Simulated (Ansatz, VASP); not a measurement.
Two plane-wave programs on Ga3HN3

```
CELL_PARAMETERS angstrom
6.39313 0.00000 0.00000
0.00000 5.20857 0.00000
0.00000 0.00000 25.92318
ATOMIC_POSITIONS crystal
Ga 0.50000 0.00081 0.36507
Ga 0.00000 0.00081 0.36507
Ga 0.75000 0.50081 0.40067
Ga 0.25000 0.50081 0.40067
Ga 0.74950 0.00799 0.47237
Ga 0.25020 0.00719 0.47204
Ga 0.00144 0.50301 0.50651
Ga 0.49880 0.50281 0.50652
Ga 0.99153 0.00577 0.58080
Ga 0.50982 0.00632 0.58166
Ga 0.25292 0.51265 0.61427
Ga 0.75117 0.47962 0.60461
N 0.50000 0.62419 0.36507
N 0.00000 0.62419 0.36507
N 0.75000 0.12419 0.40067
N 0.25000 0.12419 0.40067
N 0.75007 0.62854 0.47125
N 0.25014 0.62881 0.47108
N 0.00191 0.12756 0.50811
N 0.49766 0.12733 0.50862
N 0.00179 0.63165 0.57839
N 0.50099 0.63265 0.57811
N 0.24835 0.13432 0.61401
N 0.75150 0.13223 0.61447
H 0.50030 0.09671 0.30726
H 0.99959 0.09689 0.30727
H 0.50003 0.55701 0.32794
H 0.00001 0.55694 0.32795
```

Alike in both runs: task single point; functional PBE; dispersion D3(BJ); k mesh 3 × 3 × 1; occupations gaussian, width 0.05 eV; no spin polarisation.

|  | VASP | Ansatz |
| --- | --- | --- |
| version | VASP 6.6.1 | Ansatz 0.2.0 |
| potentials or method | VASP PAW PBE potentials, release 64 (Ga_d, N, H), cutoff 520 eV | scalar-relativistic, plane waves, PAW |
| valence electrons in the cell | 220 | 220 |

Ansatz gave:

- gap on the k mesh at the Fermi level (eV): 1.12
- least direct gap on the mesh (eV): 1.18
- rms of the force components (eV/Å): 0.482

**Question.** What did VASP give for the same quantities?

**Answer.** gap on the k mesh at the Fermi level (eV): 1.10; least direct gap on the mesh (eV): 1.17; rms of the force components (eV/Å): 0.483.
